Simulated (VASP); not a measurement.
# Si12O23 (a cell with a defect) in VASP: notebook

The runs below take Si12O23 (a cell with a defect) through single point, with PBE+D3(BJ).

Program: VASP 6.6.1. These are calculated values, not measurements. Logs are shortened: lines on timing, memory, paths and dates and some standing lists are left out, and cuts for length are marked.

### Step 1. The cell of the first run

The cell holds a defect, 35 atoms: a = 7.399 Å, b = 7.399 Å, c = 9.994 Å, α = 70.26°, β = 70.26°, γ = 71.59°.

### Step 2. Single point, PBE+D3(BJ)

Contents of INCAR:

```
ALGO = Normal
EDIFF = 1E-6
ENCUT = 520
GGA = PE
GGA_COMPAT = F
ISIF = 2
ISMEAR = 0
IVDW = 12
LASPH = T
LCHARG = F
LREAL = Auto
LWAVE = F
NBANDS = 116
NELECT = 188.0
NELM = 120
PREC = Accurate
SIGMA = 0.02
```

Contents of KPOINTS:

```
k-points
0
Gamma
  2 2 2
```

Contents of POSCAR:

```
Si12O23
1.0
   -2.4986000000      4.3277020000      5.4571000000
    4.9972000000      0.0000000000      5.4571000000
    4.9972000000      8.6554040000      0.0000000000
Si O
12 23
Direct
    0.7614708648      0.2485544234      0.1219800965
    0.1711461775      0.1729459227      0.1860114612
    0.5696454183      0.1096688695      0.9501060128
    0.7627678140      0.2439515058      0.6135322171
    0.1638736510      0.1630745449      0.6828605196
    0.5779009571      0.0772182454      0.4524664443
    0.2545227028      0.7168659469      0.3545449282
    0.6852765125      0.6557342808      0.3851591984
    0.0935841651      0.6063588449      0.2332332057
    0.2323735913      0.7419363902      0.8918360534
    0.6508006513      0.6731219450      0.9293719530
    0.0580375431      0.6067246932      0.6988147299
    0.9844680518      0.1589874466      0.1386239907
    0.3474067544      0.2050995219      0.0315312947
    0.2424043463      0.9631236814      0.2947204112
    0.1173049154      0.3578448895      0.2545540662
    0.7294383666      0.1498242454      0.0101492804
    0.9806248394      0.1340523701      0.6435915552
    0.3521872886      0.1633396396      0.5406866470
    0.0954817011      0.7108201808      0.5271840172
    0.2134858951      0.9808618353      0.8219625178
    0.1042142873      0.3649876698      0.7340337459
    0.7275723946      0.1245485121      0.5179549669
    0.4584026334      0.6209147696      0.4139251047
    1.0801012414      0.6983719403      0.0515996362
    0.6031728900      0.2025495633      0.2798893590
    0.7489195841      0.4725452966      0.5358515002
    0.6226415430      0.8470603133      0.4682252786
    0.3337259422      0.6253090764      0.2024297852
    0.4644061472      0.6471041788      0.8922332901
    0.8261353042      0.6877530248      0.7768334779
    0.6009524972      0.2131870641      0.7750593359
    0.7355299584      0.4834389078      0.0493907076
    0.6044060619      0.8734268530      0.9797385168
    0.1918923525      0.6524181788      0.7793280455
```

Potentials or basis: VASP PAW PBE potentials, release 64 (Si, O).

Run with:

```bash
> cat potpaw_PBE.64/Si/POTCAR potpaw_PBE.64/O/POTCAR > POTCAR
> mpirun -np 1 vasp_std > vasp.out
```

OUTCAR:

```text
EDIFF = 1E-6
   ENCUT = 520
   GGA = PE
   ISIF = 2
   ISMEAR = 0
   IVDW = 12
   LASPH = T
   LREAL = Auto
   NELECT = 188.0
   NELM = 120
   PREC = Accurate
 IVDW          = 12

 ion  position               nearest neighbor table
   1  0.761  0.249  0.122-  13 1.62  33 1.62  26 1.62  17 1.64   6 3.10  11 3.10   3 3.13   2 3.15

   2  0.171  0.173  0.186-  15 1.61  16 1.61  13 1.65  14 1.65   3 3.11   1 3.15
   3  0.570  0.110  0.950-  14 1.62  34 1.62  32 1.62  17 1.63   2 3.11   4 3.12   1 3.13
   4  0.763  0.244  0.614-  27 1.59  23 1.63  18 1.64  32 1.65   5 3.10   3 3.12   6 3.14   8 3.15

   5  0.164  0.163  0.683-  19 1.62  22 1.62  18 1.62  21 1.63   4 3.10  10 3.11
   6  0.578  0.077  0.452-  28 1.59  23 1.63  26 1.64  19 1.64   1 3.10   4 3.14
   7  0.255  0.717  0.355-  24 1.67  15 1.70  29 1.72  20 1.72   9 2.41
   8  0.685  0.656  0.385-  24 1.69  27 1.74  28 1.74   9 2.85   4 3.15
   9  0.094  0.606  0.233-  25 1.74  16 1.74  29 1.74   7 2.41   8 2.85  10 3.11
  10  0.232  0.742  0.892-  25 1.61  35 1.63  30 1.64  21 1.65  11 3.11   5 3.11   9 3.11
  11  0.651  0.673  0.929-  33 1.62  34 1.62  30 1.62  31 1.63   1 3.10  10 3.11  12 3.13
  12  0.058  0.607  0.699-  20 1.59  31 1.64  35 1.64  22 1.65  11 3.13
  13  0.984  0.159  0.139-   1 1.62   2 1.65
  14  0.347  0.205  0.032-   3 1.62   2 1.65
  15  0.242  0.963  0.295-   2 1.61   7 1.70
  16  0.117  0.358  0.255-   2 1.61   9 1.74
  17  0.729  0.150  0.010-   3 1.63   1 1.64
  18  0.981  0.134  0.644-   5 1.62   4 1.64
[... 15 lines left out ...]
  34  0.604  0.873  0.980-   3 1.62  11 1.62
  35  0.192  0.652  0.779-  10 1.63  12 1.64

  LATTYP: Found a base centered monoclinic cell.
 ALAT       =    12.0038230660
 B/A-ratio  =     0.7210539654
 C/A-ratio  =     0.8326013878
 COS(beta)  =    -0.4163006939

  Lattice vectors:

 A1 = (   2.4986000000,  -4.3277020000,  -5.4571000000)
 A2 = (  -4.9972000000,   0.0000000000,  -5.4571000000)
 A3 = (   4.9972000000,   8.6554040000,   0.0000000000)

Analysis of symmetry for initial positions (statically):
=====================================================================
 Subroutine PRICEL returns:
 Original cell was already a primitive cell.

 Routine SETGRP: Setting up the symmetry group for a
 base centered monoclinic supercell.

 Subroutine GETGRP returns: Found  1 space group operations
 (whereof  1 operations were pure point group operations)
 out of a pool of  4 trial point group operations.

The static configuration has the point symmetry C_1 .

Analysis of symmetry for dynamics (positions and initial velocities):
=====================================================================
 Subroutine PRICEL returns:
[... 167 lines left out ...]
   TEBEG  =    0.0;   TEEND  =   0.0 temperature during run
   PSTRESS=    0.0 pullay stress
   NELECT =     188.0000    total number of electrons
   NUPDOWN=      -1.0000    fix difference up-down
   EMIN   =  10.00;   EMAX   =-10.00  energy-range for DOS
   EFERMI =   0.00;   METHOD = LEGACY
   ISMEAR =     0;   SIGMA  =   0.02  broadening in eV -4-tet -1-fermi 0-gaus
   EFERMI_NEDOS =   21; number of points for ismear=-14 and -15
   IALGO  =     38    algorithm
   IMIX   =      4    mixing-type and parameters
     AMIX     =   0.40;   BMIX     =  1.00
     AMIX_MAG =   1.60;   BMIX_MAG =  1.00
  volume/ion in A,a.u.               =      13.49        91.02
  Fermi-wavevector in a.u.,A,eV,Ry     =   1.204459  2.276098 19.738273  1.450722
  Thomas-Fermi vector in A             =   2.340184
   LORBIT       =      0    0 simple, 1 ext, 2 COOP (PROOUT), +10 PAW based schemes
   GGA     = PE    functional components
   LHFCALC =     F    Hartree Fock is set to
   AEXX    =    0.0000 exact exchange contribution
   IVDW    =    12    specifies the selected vdW correction
   LEPSILON=     F    determine dielectric tensor
   LRPA    =     F    only Hartree local field effects (RPA)
 non-spin polarized calculation
 Gauss-broadening in eV      SIGMA  =   0.02
  energy-cutoff  :      520.00
  volume of cell :      472.07
 maximum number of plane-waves:     12742
 NGX is ok and might be reduce to    56
   NGX = 27   NGY = 27   NGZ = 37

 number of electron     187.9999995 magnetization

 Free energy of the ion-electron system (eV)
  ---------------------------------------------------
  ext. energy  EPLUGINS =         0.00000000
  ---------------------------------------------------
  free energy    TOTEN  =      -262.05437762 eV

  energy without entropy =     -262.05437762  energy(sigma->0) =     -262.05437762

 E-fermi :   4.9465     XC(G=0):  -9.0558

 val. band max:        4.8241319799   @ k =   0.0000   0.0000   0.5000
 cond. band min:       6.5122918349   @ k =   0.0000   0.0000   0.0000
 fundamental gap:      1.6881598551
 Fermi energy:         4.9465019030

 k-point     1 :       0.0000    0.0000    0.0000
  band No.  band energies     occupation
      1     -18.7769      2.00000
      2     -18.3697      2.00000
      3     -18.1924      2.00000
      4     -17.9546      2.00000
      5     -17.7320      2.00000
      6     -17.5472      2.00000
[... 861 lines left out ...]
    105       9.6113      0.00000
    106       9.6555      0.00000
 [bands above 106 left out]

------------------------ aborting loop because EDIFF is reached ----------------------------------------

 Edisp (eV)   -4.74637

 E8    (eV) :    -1.6139

  FORCE on cell =-STRESS in cart. coord.  units (eV):
  Direction    XX          YY          ZZ          XY          YZ          ZX
  --------------------------------------------------------------------------------------
  -------------------------------------------------------------------------------------
  Total       8.49321    11.75178    11.07085    -2.03485    -0.64122    -1.85739
  in kB      28.82546    39.88488    37.57383    -6.90615    -2.17627    -6.30387
  external pressure =       35.43 kB  Pullay stress =        0.00 kB

 VOLUME and BASIS-vectors are now :
 -----------------------------------------------------------------------------
  energy-cutoff  :      520.00
  volume of cell :      472.07
      direct lattice vectors                 reciprocal lattice vectors
    -2.498600000  4.327702000  5.457100000    -0.100056031  0.057767379  0.091623756
     4.997200000  0.000000000  5.457100000     0.100056031 -0.057767379  0.091623756
     4.997200000  8.655404000  0.000000000     0.050028016  0.086651068 -0.045811878

 POSITION                                       TOTAL-FORCE (eV/Angst)
 -----------------------------------------------------------------------------------
     -0.05098      4.35121      5.51181        -0.023799      0.003879      0.014668
      1.36616      2.35067      1.87775        -0.006825     -0.013862     -0.013176
      3.87259     10.68881      3.70709        -0.002156      0.005553      0.006561
      2.37917      8.61140      5.49377        -0.026182      0.014723     -0.032559
      3.81785      6.61963      1.78419         0.004982      0.005240      0.010507
      1.20300      6.41726      3.57505         0.033435     -0.012731      0.002767
[... 27 lines left out ...]
      7.75047     11.09572      8.06468        -0.003946     -0.019601      0.004741
      6.67526      7.57585      4.60749         0.016737     -0.007278     -0.008747
 -----------------------------------------------------------------------------------
    total drift:                               -0.001434     -0.013757     -0.008267

  FREE ENERGIE OF THE ION-ELECTRON SYSTEM (eV)
  ---------------------------------------------------
  free  energy   TOTEN  =      -266.8007467789 eV

  energy  without entropy=     -266.8007467789  energy(sigma->0) =     -266.80074678
```

It took 12 min on 1 thread of AMD EPYC 7R43 (Zen 3), shared host; peak memory 0.62 GiB.

Results:

```yaml
Free_energy: -266.8007 eV
Largest_force: 0.080 eV/Å
Dispersion_energy_per_atom: -0.136 eV
```

Forces in eV/Å, atoms in the order of the input:
```
Si  -0.024  0.004  0.015
Si  -0.007 -0.014 -0.013
Si  -0.002  0.006  0.007
Si  -0.026  0.015 -0.033
Si   0.005  0.005  0.011
Si   0.033 -0.013  0.003
Si   0.060  0.011  0.002
Si   0.001  0.041  0.026
Si   0.040 -0.027 -0.065
Si  -0.041 -0.025  0.022
Si   0.008  0.013  0.013
Si   0.010  0.012 -0.001
O    0.007  0.002  0.017
O    0.006  0.013 -0.016
O   -0.018  0.013 -0.031
O    0.032 -0.005  0.031
O    0.011 -0.004 -0.011
O    0.014  0.000 -0.001
O   -0.006  0.012  0.002
O   -0.041 -0.036  0.016
O   -0.015  0.009 -0.009
O    0.004 -0.010  0.015
O    0.017 -0.009  0.001
O   -0.004  0.014 -0.010
O    0.025  0.046 -0.028
O   -0.001  0.007  0.002
O    0.016 -0.040  0.038
O   -0.055 -0.010 -0.025
O   -0.057 -0.009  0.039
O    0.020 -0.005 -0.004
O   -0.004  0.018  0.000
O   -0.021  0.001  0.008
O    0.000 -0.009 -0.017
O   -0.004 -0.020  0.005
O    0.017 -0.007 -0.009
```

Levels at points of the mesh, in eV from the Fermi level:
```tsv
k point	band 91	band 92	band 93	band 94	band 95	band 96	band 97	band 98
(0.00, 0.00, 0.00)	-3.88	-3.39	-2.61	-0.12	1.57	2.61	2.88	3.53
(0.50, 0.00, 0.00)	-3.83	-3.35	-2.52	-0.37	2.65	2.75	2.94	3.05
(0.00, 0.50, 0.00)	-3.83	-3.34	-2.54	-0.13	1.99	2.24	3.13	3.32
(0.50, 0.50, 0.00)	-3.79	-3.33	-2.50	-0.32	2.45	2.71	3.13	3.36
(0.00, 0.00, 0.50)	-3.89	-3.38	-2.51	-0.12	1.82	2.21	3.01	3.16
(0.50, 0.00, 0.50)	-3.87	-3.34	-2.51	-0.33	2.49	2.76	3.05	3.27
(0.00, 0.50, 0.50)	-3.86	-3.33	-2.49	-0.13	2.09	2.36	2.85	3.11
(0.50, 0.50, 0.50)	-3.83	-3.32	-2.49	-0.31	2.46	2.71	3.06	3.33
```

Caveat: the k points lie up to 0.46 Å⁻¹ apart; the cell carries a net charge on a neutralising background, which shifts energy and pressure; the cell is charged against a uniform background, so pressure and absolute levels hang on convention.

### Step 3. Single point, PBE+D3(BJ)

Contents of INCAR:

```
SYSTEM = Si12O23
PREC = Accurate
ENCUT = 520
EDIFF = 1E-6
ISMEAR = 0
SIGMA = 0.02
LREAL = Auto
LASPH = .True.
NELM = 120
ALGO = Normal
ISIF = 2
LWAVE = .False.
LCHARG = .False.
GGA = PE
IVDW = 12
NELECT = 188.0
NBANDS = 116
GGA_COMPAT = .False.
```

Contents of KPOINTS:

```
Automatic mesh
0
Gamma
  2 2 2
  0 0 0
```

Contents of POSCAR:

```
Si12O23
1.0
   -2.4986000000      4.3277020000      5.4571000000
    4.9972000000      0.0000000000      5.4571000000
    4.9972000000      8.6554040000      0.0000000000
Si O
12 23
Direct
    0.7656793796      0.2190956841      0.1175569410
    0.1697230435      0.1874294734      0.1713288305
    0.5786164784      0.0723769063      0.9538177893
    0.7443089308      0.2336654512      0.6220988358
    0.1646872358      0.1589815626      0.6783194314
    0.5827086541      0.0691881409      0.4518057843
    0.2711439703      0.7571432152      0.3663930300
    0.7083983869      0.6251032898      0.4299461798
    0.0844411435      0.6496148570      0.1603370443
    0.2507232362      0.7305578472      0.9015525502
    0.6682110402      0.6558709814      0.9347866079
    0.0807709810      0.5943066243      0.7079583187
    0.9910414573      0.1533764570      0.1290271261
    0.3569423242      0.1805831014      0.0262513442
    0.2233968534      1.0019455446      0.3082878617
    0.1186984173      0.4005324929      0.2015690570
    0.7336365153      0.1545520830     -0.0123680205
    0.9757940251      0.1602399490      0.6294376607
    0.3552718575      0.1602842071      0.5364316064
    0.1226168327      0.7100474029      0.5348516242
    0.2037332384      0.9711404124      0.8169873130
    0.1182501954      0.3579518167      0.7313627871
    0.7345446487      0.1467243403      0.4949470475
    0.4954181571      0.6636863123      0.3738504697
    0.8794516193      0.7992046267      0.1619701944
    0.6055144324      0.1641854082      0.2741659407
    0.6400513820      0.4628895573      0.6067979443
    0.6298154622      0.8346997565      0.4961106801
    0.2206321376      0.6692302436      0.2574617958
    0.4914310679      0.6530366897      0.8763152806
    0.8527247730      0.6797276284      0.7891525681
    0.6145169000      0.1184740659      0.7781432251
    0.7212594771      0.4598814219      0.0617216618
    0.6012853351      0.8359859262      1.0122069695
    0.2136468513      0.6251585582      0.7941974857
```

Potentials or basis: VASP PAW PBE potentials, release 64 (Si, O).

Run with:

```bash
> cat potpaw_PBE.64/Si/POTCAR potpaw_PBE.64/O/POTCAR > POTCAR
> mpirun -np 1 vasp_std > vasp.out
```

Wall time 26 min (1 thread of Intel Xeon 8259CL, shared host); peak memory 0.64 GiB.

The run converged. Its results:

| Quantity | Value |
| --- | --- |
| Free energy | -266.4690 eV |
| Largest force | 0.206 eV/Å |
| Dispersion energy per atom | -0.136 eV |

Forces on the atoms (eV/Å):
```
Si  -0.022  0.001 -0.001
Si  -0.011 -0.001 -0.009
Si   0.006 -0.002 -0.003
Si  -0.060  0.026 -0.037
Si   0.010  0.002  0.012
Si   0.027 -0.028  0.008
Si   0.019 -0.004 -0.001
Si  -0.027  0.004  0.005
Si  -0.140  0.064  0.018
Si   0.012  0.035  0.011
Si  -0.011  0.022  0.015
Si  -0.002  0.003 -0.003
O    0.010  0.013  0.007
O    0.000  0.016 -0.009
O    0.002  0.005 -0.005
O    0.036 -0.026  0.037
O    0.009 -0.005 -0.001
O    0.036 -0.008 -0.006
O   -0.012  0.007 -0.003
O   -0.040  0.010  0.010
O   -0.006  0.005 -0.017
O   -0.004 -0.003  0.007
O    0.007  0.005 -0.008
O   -0.032  0.037  0.032
O    0.107 -0.169  0.050
O    0.000  0.014  0.003
O    0.091 -0.016 -0.031
O   -0.051  0.002 -0.042
O    0.015 -0.070  0.014
O    0.006 -0.002  0.007
O    0.007  0.018  0.005
O   -0.025  0.004 -0.009
O   -0.027 -0.002 -0.002
O    0.007  0.002 -0.015
O    0.066  0.038 -0.037
```

Levels at points of the mesh, in eV from the Fermi level:
| k point | band 92 | band 93 | band 94 | band 95 | band 96 | band 97 |
| --- | --- | --- | --- | --- | --- | --- |
| (0.00, 0.00, 0.00) | -2.78 | -2.63 | -0.23 | 2.10 | 2.77 | 2.97 |
| (0.50, 0.00, 0.00) | -2.76 | -2.53 | -0.19 | 2.52 | 2.87 | 2.98 |
| (0.00, 0.50, 0.00) | -2.72 | -2.57 | -0.15 | 2.30 | 2.80 | 3.30 |
| (0.50, 0.50, 0.00) | -2.71 | -2.51 | -0.15 | 2.52 | 2.93 | 3.08 |
| (0.00, 0.00, 0.50) | -2.75 | -2.55 | -0.25 | 2.28 | 2.59 | 2.72 |
| (0.50, 0.00, 0.50) | -2.74 | -2.55 | -0.16 | 2.26 | 2.78 | 3.26 |
| (0.00, 0.50, 0.50) | -2.69 | -2.52 | -0.19 | 2.44 | 2.87 | 2.95 |
| (0.50, 0.50, 0.50) | -2.71 | -2.53 | -0.14 | 2.31 | 2.98 | 3.28 |

Caveat: the k points lie up to 0.46 Å⁻¹ apart; the cell carries a net charge on a neutralising background, which shifts energy and pressure; the cell is charged against a uniform background, so pressure and absolute levels hang on convention.

[end of part 1 of 2]
